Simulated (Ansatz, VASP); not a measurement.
**Two plane-wave programs on Ge2Sb2Se**

File INCAR:

```
PREC     = Accurate       # precision mode
ENCUT    = 520            # plane-wave cutoff, eV
EDIFF    = 1E-6           # SCF threshold, eV
ISMEAR   = 0              # smearing method
SIGMA    = 0.1            # smearing width, eV
LREAL    = False          # projectors in reciprocal space
LASPH    = True           # aspherical terms in the spheres
NELM     = 60             # most SCF steps
ALGO     = Normal         # electronic algorithm
ISIF     = 2              # what is computed and relaxed
LWAVE    = False          # write WAVECAR
LCHARG   = True           # write CHGCAR
GGA      = PE             # functional
LELF     = True           # ELF
LVHAR    = True         
NBANDS   = 30             # bands
```

Contents of KPOINTS:

```
Automatic mesh
0
Gamma
  4 4 4
```

Contents of POSCAR:

```
Ge2Sb2Se
1.0
    4.4447225900      0.0000000000      0.0000000000
    0.0000000000      4.4447225900      0.0000000000
    0.0000000000      0.0000000000      6.2461182800
Ge Sb Se
2 2 1
Direct
    0.5000000000      0.5000000000      0.2009976600
    0.5000000000      0.5000000000      0.7990023400
    0.0000000000      0.0000000000      0.7400320000
    0.0000000000      0.0000000000      0.2599680000
    0.5000000000      0.5000000000      0.5000000000
```

Input for Ansatz:

```yaml
crystal:
  lattice:
    - [4.44472259, 0.0, 0.0]
    - [0.0, 4.44472259, 0.0]
    - [0.0, 0.0, 6.24611828]
  atoms:
    - { symbol: Ge, position: [0.5, 0.5, 0.20099766] }
    - { symbol: Ge, position: [0.5, 0.5, 0.79900234] }
    - { symbol: Sb, position: [0.0, 0.0, 0.740032] }
    - { symbol: Sb, position: [0.0, 0.0, 0.259968] }
    - { symbol: Se, position: [0.5, 0.5, 0.5] }
basis:
  ecutwfc: 420
kpoints:
  mp_grid: { grid: [4, 4, 4] }
hamiltonian:
  xc: pbe
scf:
  occupations: { method: gaussian, width: 0.1 }
  lower_state_search: "off"
output:
  forces: true
  stress: true
  eigenvalues: true
```

Alike in both runs: task single point; functional PBE; k mesh 4 × 4 × 4; occupations gaussian, width 0.1 eV; no spin polarisation.

|  | VASP | Ansatz |
| --- | --- | --- |
| version | VASP 6.6.1 | Ansatz 0.2.0 |
| potentials or method | VASP PAW PBE potentials, release 64 (Ge_d, Sb, Se), cutoff 520 eV | scalar-relativistic, plane waves, PAW |
| valence electrons in the cell | 44 | 74 |

|  | VASP | Ansatz | Ansatz less VASP |
| --- | --- | --- | --- |
| gap on the k mesh at the Fermi level (eV) | none | none | - |
| pressure (GPa) | 26.0 | 25.8 | -0.26 |
| traceless stress, the component that is largest in VASP (GPa) | 52.94 | 52.40 | -0.540 |
| rms of the force components (eV/Å) | 5.073 | 4.995 | -0.0783 |

Atom by atom the forces differ by 0.078 eV/Å (rms over components). A gap of «none» marks a metal or a gap that the smearing closes. VASP's potentials hold 44 valence electrons a cell and Ansatz's 74, so a difference there can come from the potentials and not from the codes.

Neither program's run includes spin-orbit coupling.
